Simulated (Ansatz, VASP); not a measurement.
One calculation of C, two programs

```
C
1.0
     2.51000    0.00000    0.00000
    -1.25500    2.17372    0.00000
     0.00000    0.00000    4.16000
C
4
Direct
  0.33333 0.66667 0.06250
  0.66667 0.33333 0.56250
  0.66667 0.33333 0.93750
  0.33333 0.66667 0.43750
```

Alike in both runs: task relaxation of cell and atoms; functional r2SCAN; k mesh 12 × 12 × 8; no spin polarisation.

|  | VASP | Ansatz |
| --- | --- | --- |
| version | VASP 6.6.1 | Ansatz 0.2.0 |
| potentials or method | VASP PAW PBE potentials, release 64 (C), cutoff 600 eV | scalar-relativistic, plane waves, PAW |
| occupations | gaussian, width 0.01 eV | fixed |
| valence electrons in the cell | 16 | 16 |

```tsv
	VASP	Ansatz	Ansatz less VASP
gap on the k mesh at the Fermi level, each at its own relaxed structure (eV)	3.56	3.60	+0.035
relaxed volume (Å³/atom)	5.66	5.65	-0.005
relaxed cell length with the largest relative difference (Å)	2.504	2.503	-0.0007
```

VASP's potentials were made for PBE, not for r2SCAN.
